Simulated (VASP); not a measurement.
## HfO2: single point with PBE

HfO2:

```
Hf O
1.0
     3.33398    0.00000    0.00000
     0.00000    3.60430    0.00000
     0.00000    0.00000    5.26397
Hf O
2 4
Direct
  0.50000 0.50000 0.50000
  0.00000 0.00000 0.00000
  0.00000 0.50000 0.69325
  0.50000 0.00000 0.80675
  0.50000 0.00000 0.30675
  0.00000 0.50000 0.19325
```

This cell differs from its parent crystal: strain -0.0750 x Voigt [1, 0, 0, 0, 0, 0].

- Program: VASP 6.6.1
- Task: single point
- Functional: PBE
- Potentials or basis: VASP PAW PBE potentials, release 64 (Hf_pv, O)
- Cutoff: 520 eV
- k mesh: 6 × 6 × 4
- Occupations: gaussian, width 0.05 eV
- Spin: no spin polarisation

```
Pressure               : 21.1 GPa
Largest force          : 2.092 eV/Å
Band gap on the k mesh : 4.78 eV (least direct gap 4.84 eV)
```

Forces in eV/Å, atoms in the order of the input:
```
Hf   0.000  0.000 -2.092
Hf   0.000  0.000  2.092
O    0.000  0.000  1.327
O    0.000  0.000 -1.327
O    0.000  0.000  0.425
O    0.000  0.000 -0.425
```

Stress tensor (GPa, compression positive):
```
40.56  0.00  0.00
 0.00 12.91  0.00
 0.00  0.00  9.80
```

Levels at points of the mesh, in eV from the valence-band top:
```csv
k point,band 20,band 21,band 22,band 23,band 24,band 25
"(0.00, 0.00, 0.00)",-0.71,-0.42,-0.06,4.78,4.94,6.07
"(0.50, 0.00, 0.00)",-1.69,-0.69,-0.69,5.55,5.55,6.12
"(0.00, 0.50, 0.00)",-1.79,-0.57,-0.57,5.09,5.09,6.25
"(0.50, 0.50, 0.00)",-1.36,-0.76,-0.76,5.89,5.89,6.25
"(0.00, 0.00, 0.50)",-0.54,-0.37,0.00,5.51,5.55,5.70
"(0.50, 0.00, 0.50)",-1.87,-1.10,-1.10,5.44,5.44,5.49
"(0.00, 0.50, 0.50)",-1.42,-1.28,-1.28,5.22,5.22,5.74
"(0.50, 0.50, 0.50)",-1.66,-0.23,-0.23,6.15,6.15,6.36
```

Run time: 2.1 min on 1 thread of Intel Xeon 8259CL, with other jobs on the host, peak memory 0.23 GiB.

Caveat: the cell differs from its parent crystal (strain -0.0750 x Voigt [1, 0, 0, 0, 0, 0]); the cell stands under pressure; spin-orbit coupling is left out, which moves the levels of the heavy elements; forces of over 1 eV/Å act on the atoms, so gaps and moduli don't describe the material at rest. A k mesh can miss the band edges.
